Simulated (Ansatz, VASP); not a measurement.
## Ge in VASP and in Ansatz

The input INCAR:

```
ALGO = Normal
EDIFF = 1E-6
ENCUT = 520
GGA = CA
ISIF = 2
ISMEAR = 0
LASPH = T
LCHARG = F
LREAL = F
LWAVE = F
NBANDS = 66
NELM = 80
PREC = Accurate
SIGMA = 0.15
```

File KPOINTS:

```
k-points
0
Gamma
  9 9 9
```

Contents of POSCAR:

```
Ge
1.0
    4.6361000000      2.6766535830      2.1219333333
   -4.6361000000      2.6766535830      2.1219333333
    0.0000000000     -5.3533071660      2.1219333333
Ge
8
Direct
    0.7160372198      0.7160372198      0.7160372198
    0.2839627802      0.2839627802      0.2839627802
    0.0289443365      0.7253625346      0.5322921793
    0.5322921793      0.0289443365      0.7253625346
    0.7253625346      0.5322921793      0.0289443365
    0.9710556635      0.2746374654      0.4677078207
    0.4677078207      0.9710556635      0.2746374654
    0.2746374654      0.4677078207      0.9710556635
```

Input for Ansatz:

```yaml
crystal:
  lattice:
    - [4.6361, 2.676653583, 2.1219333333]
    - [-4.6361, 2.676653583, 2.1219333333]
    - [0.0, -5.353307166, 2.1219333333]
  atoms:
    - { symbol: Ge, position: [0.7160372198, 0.7160372198, 0.7160372198] }
    - { symbol: Ge, position: [0.2839627802, 0.2839627802, 0.2839627802] }
    - { symbol: Ge, position: [0.0289443365, 0.7253625346, 0.5322921793] }
    - { symbol: Ge, position: [0.5322921793, 0.0289443365, 0.7253625346] }
    - { symbol: Ge, position: [0.7253625346, 0.5322921793, 0.0289443365] }
    - { symbol: Ge, position: [0.9710556635, 0.2746374654, 0.4677078207] }
    - { symbol: Ge, position: [0.4677078207, 0.9710556635, 0.2746374654] }
    - { symbol: Ge, position: [0.2746374654, 0.4677078207, 0.9710556635] }
basis:
  ecutwfc: 420
kpoints:
  mp_grid: { grid: [9, 9, 9] }
hamiltonian:
  xc: lda
  pseudopotentials: { kind: paw, azcp: { folder: soft_1 } }
scf:
  occupations: { method: gaussian, width: 0.15 }
output:
  forces: true
  stress: true
  eigenvalues: true
  write_density: true
  write_potential: true
  elf: true
  volumetric_format: npy
```

Alike in both runs: task single point; functional LDA; k mesh 9 × 9 × 9; occupations gaussian, width 0.15 eV; no spin polarisation.

```csv
,VASP,Ansatz
version,VASP 6.6.1,Ansatz 0.2.0
potentials or method,"VASP PAW LDA potentials, release 64 (Ge_d), cutoff 520 eV","scalar-relativistic, plane waves, PAW"
valence electrons in the cell,112,112
```

VASP gave:

| Item | Value |
| --- | --- |
| gap on the k mesh at the Fermi level (eV) | none |
| pressure (GPa) | 3.2 |
| traceless stress, the component that is largest in VASP (GPa) | -12.89 |
| rms of the force components (eV/Å) | 0.577 |

**Question.** Which values does Ansatz return?

**Answer.** gap on the k mesh at the Fermi level (eV): none; pressure (GPa): 3.1; traceless stress, the component that is largest in VASP (GPa): -12.78; rms of the force components (eV/Å): 0.569.

Ansatz warns that its potentials were made for another functional, while VASP's fit it. LDA's correlation is that of Perdew and Zunger in VASP and of Perdew and Wang (1992) in Ansatz. Atom by atom the forces differ by 0.009 eV/Å (rms over components). A gap of «none» marks a metal or a gap that the smearing closes.
